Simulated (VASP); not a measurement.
Write the native input for VASP 6.6.1 that does the following.

```yaml
Task: single point
Functional: PBE
Potentials_or_basis: VASP PAW PBE potentials, release 64 (Ag, Cl)
Cutoff: 520 eV
k_mesh: 8 × 8 × 8
Occupations: fermi-dirac, width 0.02 eV
Spin: no spin polarisation
Dipole_correction: no
Further_INCAR_settings: ALGO = Normal; EDIFF = 1e-06; NBANDS = 16
```

The structure of AgCl lies in POSCAR:

```
AgCl
1.0
    0.0425221518      2.8157059644      2.8157059644
    2.8157059644      0.0425221518      2.8157059644
    2.8157059644      2.8157059644      0.0425221518
Ag Cl
1 1
Direct
    0.0000000000      0.0000000000      0.0000000000
    0.5000000000      0.5000000000      0.5000000000
```

This cell differs from its parent crystal: strain along [111] +2.3%.

These files were run (other wordings do the same):

INCAR

```
SYSTEM = AgCl
ALGO = Normal
EDIFF = 1E-6
ENCUT = 520
GGA = PE
ISIF = 2
ISMEAR = -1
LASPH = .True.
LCHARG = .False.
LREAL = .False.
LWAVE = .False.
NBANDS = 16
NELM = 80
PREC = Accurate
SIGMA = 0.02
```

KPOINTS

```
k-points
0
Gamma
  8 8 8
  0 0 0
```

Potentials or basis: VASP PAW PBE potentials, release 64 (Ag, Cl).

Launch:

```sh
$ cat potpaw_PBE.64/Ag/POTCAR potpaw_PBE.64/Cl/POTCAR > POTCAR
$ mpirun -np 1 vasp_std > vasp.out
```

It gave:

```json
{
  "Pressure": "0.4 GPa",
  "Band gap on the k mesh": "0.89 eV, indirect (least direct gap 3.10 eV)"
}
```

Caveat: the cell differs from its parent crystal (strain along [111] +2.3%).

Wall time 17 s on 1 thread of Intel(R) Xeon(R) 6975P-C (Granite Rapids), with other jobs on the host, peak memory 0.19 GiB.
